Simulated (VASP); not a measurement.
A run of VASP 6.6.1 is set up as follows.

Contents of INCAR:

```
SYSTEM = Ge5Bi3
  PREC = Accurate
  ENCUT = 520
  EDIFF = 1E-6
  ISMEAR = -1
  SIGMA = 0.05
  LREAL = Auto
  LASPH = .True.
  NELM = 80
  ALGO = Normal
  ISIF = 2
  LWAVE = .False.
  LCHARG = .False.
  GGA = PE
  ISYM = 0
  NBANDS = 129
```

Contents of KPOINTS:

```
Automatic mesh
0
Gamma
  1 1 1
  0.25 0.25 0.25
```

POSCAR

```
Ge5Bi3
1.0
    7.3302180000     -0.1736460000     -0.1884740000
   -0.1736460000      7.0252930000     -0.1301890000
   -0.1884740000     -0.1301890000      7.5795750000
Ge Bi
10 6
Direct
    0.3031855416      0.4332469548      0.3118070050
    0.6541986320      0.8241233509      0.3655457236
    0.1561946801      0.3927105588      0.7235185655
    0.5830245940      0.1847739350      0.2347598000
    0.8763159086      0.2438414732      0.8630609555
    0.8214681300      0.5823226182      1.0584562305
    1.0017241982      0.6615262457      0.3167034309
    0.6765054514      0.9609843800      0.7097018347
    0.4773797036      0.2507101454      0.7661718982
    0.4578747974      0.6373612864      0.5689317571
    0.7740295564      0.3936529310      0.5210274624
    0.2862075720      0.9934115972      0.4911762135
    0.0667507333      0.7736582690      0.7586126629
    0.0136975524      0.1798100851      0.2206869023
    0.4452773898      0.5766230026      0.0206769090
    0.3249545454     -0.0151803637      0.9895723925
```

Potentials or basis: VASP PAW PBE potentials, release 64 (Ge_d, Bi_d).

The run is started by

```bash
$ cat potpaw_PBE.64/Ge_d/POTCAR potpaw_PBE.64/Bi_d/POTCAR > POTCAR
$ mpirun -np 1 vasp_std > vasp.out
```

Estimate the largest force.

2.228 eV/Å.

Estimate the pressure.

7.1 GPa.

Forces in eV/Å, atoms in the order of the input:
```
Ge  -0.016 -0.074  0.338
Ge   0.604  0.468 -0.269
Ge   0.100 -0.770 -0.002
Ge   0.278 -0.159  0.387
Ge   0.275  0.629  0.772
Ge  -0.446 -0.860 -1.328
Ge   0.334  0.605  1.152
Ge   0.353 -0.395 -0.400
Ge  -0.238 -0.067  0.028
Ge  -0.220 -0.005  0.344
Bi   0.497  0.255  0.055
Bi  -0.054  0.463 -0.273
Bi  -1.656 -0.942 -1.156
Bi  -0.267 -0.375 -0.686
Bi   0.350  0.319 -0.201
Bi   0.107  0.910  1.238
```

Caveat: the k points lie up to 0.90 Å⁻¹ apart, too coarse for converged energies, forces and pressures; the atoms stand as in a frame of molecular dynamics.
